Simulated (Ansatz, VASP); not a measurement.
**AlN: VASP beside Ansatz**

The input INCAR:

```
PREC = Accurate
ENCUT = 520
EDIFF = 1E-6
ISMEAR = -1
SIGMA = 0.02
LREAL = F
LASPH = T
NELM = 100
ALGO = Normal
ISIF = 2
LWAVE = F
LCHARG = F
GGA = PE
NBANDS = 11
```

Contents of KPOINTS:

```
Automatic mesh
0
Gamma
  10 10 10
```

Contents of POSCAR:

```
AlN
1.0
    0.0000000000      1.9977800000      1.9780000000
    1.9977800000      0.0000000000      1.9780000000
    1.9977800000      1.9977800000      0.0000000000
Al N
1 1
Direct
    0.0000000000      0.0000000000      0.0000000000
    0.5000000000      0.5000000000      0.5000000000
```

Input for Ansatz:

```yaml
crystal:
  lattice:
    - [0.0, 1.99778, 1.978]
    - [1.99778, 0.0, 1.978]
    - [1.99778, 1.99778, 0.0]
  atoms:
    - { symbol: Al, position: [0.0, 0.0, 0.0] }
    - { symbol: "N", position: [0.5, 0.5, 0.5] }
kpoints:
  mp_grid: { grid: [10, 10, 10] }
  band_path:
    path:
      - [0.0, 0.0, 0.0]
      - [0.0, 0.5, 0.5]
      - [0.25, 0.75, 0.5]
      - [0.0, 0.5, 0.0]
      - [0.0, 0.0, 0.0]
      - [0.5, 0.5, 0.0]
      - [0.3775125, 0.6224875, 0.0]
      - [-0.3775125, 0.3775125, 0.0]
      - [0.0, 0.0, 0.0]
    npoints: 5
scf:
  occupations: { method: fermi_dirac, width: 0.02 }
hamiltonian:
  xc: pbe
  pseudopotentials: { kind: all_electron, lapw: { basis_error: 0.001 } }
output:
  forces: true
  stress: true
  eigenvalues: true
```

Change from the starting cell: equal xx and yy strain of +1 %.

Alike in both runs: task single point; functional PBE; k mesh 10 × 10 × 10; occupations fermi-dirac, width 0.02 eV; no spin polarisation.

|  | VASP | Ansatz |
| --- | --- | --- |
| version | VASP 6.6.1 | Ansatz 0.2.0 |
| potentials or method | VASP PAW PBE potentials, release 64 (Al, N), cutoff 520 eV | all-electron LAPW, scalar-relativistic |

|  | VASP | Ansatz | Ansatz less VASP |
| --- | --- | --- | --- |
| gap on the k mesh at the Fermi level (eV) | 4.97 | 4.98 | +0.015 |
| pressure (GPa) | 18.6 | 18.9 | +0.30 |
| traceless stress, the component that is largest in VASP (GPa) | 2.53 | 2.53 | +0.008 |

Ansatz ran all-electron here, and VASP with PAW potentials.
